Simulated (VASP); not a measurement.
Cu, 1 atom in the cell. Symmetry: Fm-3m, No. 225, cubic system. The conventional cell has a = 3.615 Å, b = 3.615 Å, c = 3.615 Å, α = 90.00°, β = 90.00°, γ = 90.00°. Cu (site symmetry m-3m) has 12 Cu at 2.56 Å within 3.4 Å. 

```yaml
Program: VASP 6.6.1
Task: relaxation of cell and atoms
Functional: LDA
Potentials_or_basis: VASP PAW LDA potentials, release 64 (Cu)
Cutoff: 600 eV
k_mesh: 18 × 18 × 18
Occupations: fermi-dirac, width 0.05 eV
Spin: no spin polarisation
Dipole_correction: no
Further_INCAR_settings: ALGO = Normal; EDIFF = 1e-07; IBRION = 2; EDIFFG = -0.01; NSW = 80; ISIF = 3
```

Potentials or basis: VASP PAW LDA potentials, release 64 (Cu).

Run with:

```sh
$ cat potpaw_LDA.64/Cu/POTCAR > POTCAR
$ mpirun -np 1 vasp_std > vasp.out
```

Hardware: 1 thread of Intel Xeon 8259CL, on a shared host.

Problem. Estimate the wall time of this run.

Solution. It took 80 s on 1 thread of Intel Xeon 8259CL, on a shared host, peak memory 0.14 GiB. Counts: scf iterations 28, k points 195, ion steps 3.
